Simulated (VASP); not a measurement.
# Rh (Immm) in VASP: further runs

The runs below take Rh through single point, with PBE.

Everything below comes from runs of VASP 6.6.1. Logs are shortened: lines on timing, memory, paths and dates and some standing lists are left out, and cuts for length are marked.

### Step 1. The cell of the first run

It takes space group Immm (No. 71, orthorhombic). The conventional cell has a = 2.681 Å, b = 2.952 Å, c = 3.830 Å, α = 90.00°, β = 90.00°, γ = 90.00°. Within 3.5 Å of Rh (site symmetry mmm) lie 12 Rh at 2.68 to 2.95 Å.

### Step 2. Single point, PBE

File INCAR:

```
SYSTEM = Rh
ALGO     = Fast           ! electronic algorithm
EDIFF    = 1E-7           ! SCF threshold, eV
ENCUT    = 520            ! plane-wave cutoff, eV
GGA      = PE             ! functional
ISIF     = 2              ! what is computed and relaxed
ISMEAR   = 0              ! smearing method
LASPH    = .True.         ! aspherical terms in the spheres
LCHARG   = .True.         ! write CHGCAR
LELF     = .True.         ! ELF
LREAL    = .False.        ! projectors in reciprocal space
LVHAR    = .True.       
LWAVE    = .False.        ! write WAVECAR
NBANDS   = 14             ! bands
NELM     = 100            ! most SCF steps
PREC     = Accurate       ! precision mode
SIGMA    = 0.15           ! smearing width, eV
```

File KPOINTS:

```
k-points
0
Gamma
  20 20 20
  0 0 0
```

File POSCAR:

```
Rh
1.0
   -0.0957526211      1.9916545190      1.9150524221
    1.9916545190     -0.0957526211      1.9150524221
    1.8959018979      1.8959018979      0.0000000000
Rh
1
Direct
    0.0000000000      0.0000000000      0.0000000000
```

Potentials or basis: VASP PAW PBE potentials, release 64 (Rh_pv).

On the command line:

```
$ cat potpaw_PBE.64/Rh_pv/POTCAR > POTCAR
$ mpirun -np 1 vasp_std > vasp.out
```

OUTCAR:

```text
SYSTEM = Rh
   EDIFF = 1E-7
   ENCUT = 520
   GGA = PE
   ISIF = 2
   ISMEAR = 0
   LASPH = .True.
   LREAL = .False.
   NELM = 100
   PREC = Accurate

 ion  position               nearest neighbor table
   1  0.000  0.000  0.000-

  LATTYP: Found a body centered orthorhombic cell.
 ALAT       =     2.6812101769
 B/A-ratio  =     1.1010101010
 C/A-ratio  =     1.4284985478

  Lattice vectors:

 A1 = (   0.0957526211,  -1.9916545190,  -1.9150524221)
 A2 = (  -0.0957526211,   1.9916545190,  -1.9150524221)
 A3 = (   1.9916545190,  -0.0957526211,   1.9150524221)

Analysis of symmetry for initial positions (statically):
=====================================================================
 Subroutine PRICEL returns:
 Original cell was already a primitive cell.

 Routine SETGRP: Setting up the symmetry group for a
 body centered orthorhombic supercell.

 Subroutine GETGRP returns: Found  8 space group operations
 (whereof  8 operations were pure point group operations)
 out of a pool of  8 trial point group operations.

The static configuration has the point symmetry D_2h.

Analysis of symmetry for dynamics (positions and initial velocities):
=====================================================================
 Subroutine PRICEL returns:
 Original cell was already a primitive cell.

 Routine SETGRP: Setting up the symmetry group for a
 body centered orthorhombic supercell.

 Subroutine GETGRP returns: Found  8 space group operations
 (whereof  8 operations were pure point group operations)
 out of a pool of  8 trial point group operations.

The dynamic configuration has the point symmetry D_2h.

 Subroutine INISYM returns: Found  8 space group operations
 (whereof  8 operations are pure point group operations),
 and found     1 'primitive' translations

----------------------------------------------------------------------------------------

                                     Primitive cell

  volume of cell :      15.1577

  direct lattice vectors                    reciprocal lattice vectors
    -0.095752621  1.991654519  1.915052422    -0.239531613  0.239531613  0.261089459
     1.991654519 -0.095752621  1.915052422     0.239531613 -0.239531613  0.261089459
     1.895901898  1.895901898  0.000000000     0.263726726  0.263726726 -0.261089459

  length of vectors
     2.764648634  2.764648634  2.681210177     0.427689716  0.427689716  0.455270554

  position of ions in fractional coordinates (direct lattice)
     0.000000000  0.000000000  0.000000000

  ion indices of the primitive-cell ions
   primitive index   ion index
                 1           1

----------------------------------------------------------------------------------------

 KPOINTS: k-points

Automatic generation of k-mesh.
 Grid dimensions read from file:
 generate k-points for:   20   20   20

 Generating k-lattice:

  Cartesian coordinates                     Fractional coordinates (reciprocal lattice)
    -0.011976581  0.011976581  0.013054473     0.050000000  0.000000000  0.000000000
     0.011976581 -0.011976581  0.013054473     0.000000000  0.050000000  0.000000000
     0.013186336  0.013186336 -0.013054473     0.000000000  0.000000000  0.050000000

  Length of vectors
     0.021384486  0.021384486  0.022763528

  Shift w.r.t. Gamma in fractional coordinates (k-lattice)
     0.000000000  0.000000000  0.000000000

 Subroutine IBZKPT returns following result:
 ===========================================

 Found   1166 irreducible k-points:

 Following reciprocal coordinates:
            Coordinates               Weight
  0.000000  0.000000  0.000000      1.000000
  0.050000  0.000000  0.000000      4.000000
  0.100000 -0.000000  0.000000      4.000000
  0.150000  0.000000  0.000000      4.000000
  0.200000 -0.000000  0.000000      4.000000
  0.250000  0.000000  0.000000      4.000000
[... 16 lines left out ...]
 -0.400000  0.050000  0.000000      4.000000
 -0.350000  0.050000  0.000000      4.000000
 [... further k-points ...]
   k-points           NKPTS =   1166   k-points in BZ     NKDIM =   1166   number of bands    NBANDS=     14
   number of dos      NEDOS =    301   number of ions     NIONS =      1
   total plane-waves  NPLWV =  11520
   dimension x,y,z NGX =    24 NGY =   24 NGZ =   20
   dimension x,y,z NGXF=    48 NGYF=   48 NGZF=   40
   ions per type =               1
   NGX,Y,Z   is equivalent  to a cutoff of  14.43, 14.43, 12.40 a.u.
   NGXF,Y,Z  is equivalent  to a cutoff of  28.86, 28.86, 24.80 a.u.
 SYSTEM =  Rh
   PREC   = accura    normal or accurate (medium, high low for compatibility)
   ISTART =      0    job   : 0-new  1-cont  2-samecut
   ICHARG =      2    charge: 1-file 2-atom 10-const
   ISPIN  =      1    spin polarized calculation?
   LNONCOLLINEAR =      F non collinear calculations
   LSORBIT =      F    spin-orbit coupling
   LASPH  =      T    aspherical Exc in radial PAW
   ENCUT  =  520.0 eV  38.22 Ry    6.18 a.u.   5.14  5.14  4.99*2*pi/ulx,y,z
   NELM   =    100;   NELMIN=  2; NELMDL= -5     # of ELM steps
   EDIFF  = 0.1E-06   stopping-criterion for ELM
   LREAL  =      F    real-space projection
   EDIFFG = 0.1E-05   stopping-criterion for IOM
   NSW    =      0    number of steps for IOM
   IBRION =     -1    ionic relax: 0-MD 1-quasi-New 2-CG
   NFREE  =      0    steps in history (QN), initial steepest desc. (CG)
   ISIF   =      2    stress and relaxation
   ISYM   =      2    0-nonsym 1-usesym 2-fastsym
   POTIM  = 0.5000    time-step for ionic-motion
   TEBEG  =    0.0;   TEEND  =   0.0 temperature during run
   PSTRESS=    0.0 pullay stress
   NELECT =      15.0000    total number of electrons
   NUPDOWN=      -1.0000    fix difference up-down
   EMIN   =  10.00;   EMAX   =-10.00  energy-range for DOS
   EFERMI =   0.00;   METHOD = LEGACY
   ISMEAR =     0;   SIGMA  =   0.15  broadening in eV -4-tet -1-fermi 0-gaus
   EFERMI_NEDOS =   21; number of points for ismear=-14 and -15
   IALGO  =     68    algorithm
   IMIX   =      4    mixing-type and parameters
     AMIX     =   0.40;   BMIX     =  1.00
     AMIX_MAG =   1.60;   BMIX_MAG =  1.00
  volume/ion in A,a.u.               =      15.16       102.29
  Fermi-wavevector in a.u.,A,eV,Ry     =   1.631401  3.082901 36.211481  2.661469
  Thomas-Fermi vector in A             =   2.723543
   LORBIT       =      0    0 simple, 1 ext, 2 COOP (PROOUT), +10 PAW based schemes
   GGA     = PE    functional components
   LHFCALC =     F    Hartree Fock is set to
   AEXX    =    0.0000 exact exchange contribution
   IVDW    =     0    specifies the selected vdW correction
   LEPSILON=     F    determine dielectric tensor
   LRPA    =     F    only Hartree local field effects (RPA)
 non-spin polarized calculation
 RMM-DIIS sequential band-by-band and
 Gauss-broadening in eV      SIGMA  =   0.15
  energy-cutoff  :      520.00
  volume of cell :       15.16
 maximum number of plane-waves:       420
 NGX is ok and might be reduce to    24
   NGX = 11   NGY = 11   NGZ =  9

 number of electron      15.0000000 magnetization

 Free energy of the ion-electron system (eV)
  ---------------------------------------------------
  ext. energy  EPLUGINS =         0.00000000
  ---------------------------------------------------
  free energy    TOTEN  =        -7.14966911 eV

  energy without entropy =       -7.13072591  energy(sigma->0) =       -7.14019751

 E-fermi :  10.1725     XC(G=0): -13.4023

 val. band max:       10.1705153685   @ k =  -0.1500   0.3500   0.2000
 cond. band min:      10.1726098326   @ k =  -0.1000   0.2000   0.1000
 fundamental gap:      0.0020944641
 Fermi energy:        10.1725082796

 k-point     1 :       0.0000    0.0000    0.0000
  band No.  band energies     occupation
      1     -36.0099      2.00000
      2     -35.9840      2.00000
      3     -35.9803      2.00000
      4       2.9527      2.00000
      5       6.9956      2.00000
      6       7.5709      2.00000
      7       7.9722      2.00000
      8       9.1993      2.00000
      9       9.6770      2.00000
     10      26.1337      0.00000
     11      29.4393      0.00000
     12      31.0548      0.00000
     13      32.0004      0.00000
     14      32.3387      0.00000

 k-point     2 :       0.0500    0.0000    0.0000
  band No.  band energies     occupation
      1     -36.0119      2.00000
      2     -35.9947      2.00000
      3     -35.9823      2.00000
      4       3.0383      2.00000
      5       6.9998      2.00000
      6       7.5587      2.00000
      7       8.0014      2.00000
      8       9.1965      2.00000
      9       9.6610      2.00000
     10      26.2185      0.00000
     11      29.2058      0.00000
     12      31.0544      0.00000
     13      31.8613      0.00000
     14      32.4450      0.00000

 k-point     3 :       0.1000   -0.0000    0.0000
  band No.  band energies     occupation
      1     -36.0297      2.00000
      2     -36.0177      2.00000
      3     -35.9839      2.00000
      4       3.2868      2.00000
      5       7.0048      2.00000
      6       7.5365      2.00000
      7       8.0759      2.00000
      8       9.2015      2.00000
      9       9.6219      2.00000
     10      26.4015      0.00000
     11      28.4775      0.00000
     12      31.0546      0.00000
     13      31.8845      0.00000
     14      32.7558      0.00000
[... 324 lines left out ...]
 k-point    23 :      -0.4000    0.0500    0.0000
  band No.  band energies     occupation
      1     -36.4253      2.00000
      2     -36.0848      2.00000
      3     -36.0148      2.00000
      4       4.9086      2.00000
      5       7.2988      2.00000
      6       7.9434      2.00000
      7       9.3288      2.00000
      8      10.5863      0.00010
      9      10.6687      0.00000
     10      18.5853      0.00000
     11      26.4400      0.00000
     12      30.5831      0.00000
     13      31.0562      0.00000
     14      32.4062      0.00000

 k-point    24 :      -0.3500    0.0500    0.0000
  band No.  band energies     occupation
      1     -36.3755      2.00000
      2     -36.0755      2.00000
      3     -36.0148      2.00000
      4       4.9270      2.00000
      5       7.3522      2.00000
      6       8.0114      2.00000
      7       8.6500      2.00000
      8      10.2773      0.32319
      9      10.3186      0.16827
     10      20.0170      0.00000
     11      26.7340      0.00000
     12      30.9503      0.00000
     13      31.0608      0.00000
     14      33.4168      0.00000

 [... further k-points ...]

------------------------ aborting loop because EDIFF is reached ----------------------------------------

  FORCE on cell =-STRESS in cart. coord.  units (eV):
  Direction    XX          YY          ZZ          XY          YZ          ZX
  --------------------------------------------------------------------------------------
  -------------------------------------------------------------------------------------
  Total       -1.3951651     -1.3951651     -1.1690226      1.0176103      0.0000000      0.0000000
  in kB     -147.4695966   -147.4695966   -123.5662266    107.5618757      0.0000000      0.0000000
  external PRESSURE =    -139.5018066 kB  Pullay stress =       0.0000000 kB

 VOLUME and BASIS-vectors are now :
 -----------------------------------------------------------------------------
  energy-cutoff  :      520.00
  volume of cell :       15.16
      direct lattice vectors                 reciprocal lattice vectors
    -0.095752621  1.991654519  1.915052422    -0.239531613  0.239531613  0.261089459
     1.991654519 -0.095752621  1.915052422     0.239531613 -0.239531613  0.261089459
     1.895901898  1.895901898  0.000000000     0.263726726  0.263726726 -0.261089459

 POSITION                                       TOTAL-FORCE (eV/Angst)
 -----------------------------------------------------------------------------------
      0.00000      0.00000      0.00000         0.000000      0.000000     -0.000000
 -----------------------------------------------------------------------------------
    total drift:                               -0.000000     -0.000000      0.000000

  FREE ENERGIE OF THE ION-ELECTRON SYSTEM (eV)
  ---------------------------------------------------
  free  energy   TOTEN  =        -7.1496691130 eV

  energy  without entropy=       -7.1307259086  energy(sigma->0) =       -7.14019751
```

It took 4.4 min on 1 thread of AMD EPYC 7R13 (Zen 3), shared host; peak memory 0.29 GiB.

Results:

- Free energy: -7.1497 eV
- Pressure: -14.0 GPa

Stress tensor (GPa, compression positive):
```
-14.75  10.76   0.00
 10.76 -14.75   0.00
  0.00   0.00 -12.36
```

Levels at points of the mesh, in eV from the Fermi level:
| k point | band 4 | band 5 | band 6 | band 7 | band 8 | band 9 | band 10 | band 11 |
| --- | --- | --- | --- | --- | --- | --- | --- | --- |
| (0.00, 0.00, 0.00) | -7.22 | -3.18 | -2.60 | -2.20 | -0.97 | -0.50 | 15.96 | 19.27 |
| (0.50, 0.00, 0.00) | -5.36 | -2.86 | -2.33 | 0.05 | 0.50 | 0.72 | 7.13 | 15.97 |
| (0.50, 0.50, 0.00) | -5.45 | -5.13 | 0.51 | 0.84 | 0.96 | 3.71 | 10.67 | 11.81 |
| (0.00, 0.00, 0.50) | -5.31 | -3.33 | -2.11 | 0.49 | 0.74 | 1.35 | 8.44 | 15.04 |
| (0.50, 0.00, 0.50) | -5.42 | -5.07 | 0.26 | 0.92 | 0.94 | 3.01 | 10.86 | 12.93 |

### Step 3. Single point, PBE

This run uses another cell than the first one, of 12.63 Å³/atom, 0.833 times its volume.

File INCAR:

```
PREC = Accurate
ENCUT = 520
EDIFF = 1E-7
ISMEAR = 0
SIGMA = 0.15
LREAL = False
LASPH = True
NELM = 60
ALGO = Fast
ISIF = 2
LWAVE = False
LCHARG = False
GGA = PE
NBANDS = 14
```

File KPOINTS:

```
Automatic mesh
0
Gamma
  20 20 20
```

File POSCAR:

```
Rh
1.0
   -0.2872578633      1.8384503252      1.9150524221
    1.8384503252     -0.2872578633      1.9150524221
    1.5511924619      1.5511924619      0.0000000000
Rh
1
Direct
    0.0000000000      0.0000000000      0.0000000000
```

Potentials or basis: VASP PAW PBE potentials, release 64 (Rh_pv).

On the command line:

```
$ cat potpaw_PBE.64/Rh_pv/POTCAR > POTCAR
$ mpirun -np 1 vasp_std > vasp.out
```

It took 94 s on 1 thread of AMD EPYC 9R45 (Zen 5), shared host; peak memory 0.25 GiB.

It converged, with:

```yaml
Free_energy: -5.9354 eV
Pressure: 75.6 GPa
```

Stress tensor (GPa, compression positive):
```
98.24 86.35  0.00
86.35 98.24  0.00
 0.00  0.00 30.47
```

Levels at points of the mesh, in eV from the Fermi level:
```
           k point  band 3  band 4  band 5  band 6  band 7  band 8  band 9  band 10  band 11  band 12
(0.00, 0.00, 0.00)  -46.08   -8.38   -6.06   -5.04   -0.60   -0.57    0.23    15.07    18.14    20.62
(0.50, 0.00, 0.00)  -46.15   -7.25   -5.52   -0.70   -0.66   -0.61    1.63     7.33    16.41    20.62
(0.50, 0.50, 0.00)  -46.23   -7.77   -6.81    1.30    1.42    1.70    2.78     9.07    12.38    20.45
(0.00, 0.00, 0.50)  -46.40   -7.10   -5.52   -2.11   -0.03    1.75    3.00    13.02    15.00    18.25
(0.50, 0.00, 0.50)  -46.48   -7.32   -6.93   -0.09    0.45    2.27    4.62    13.52    14.70    15.03
```

(Part 1 of 3 ends here.)
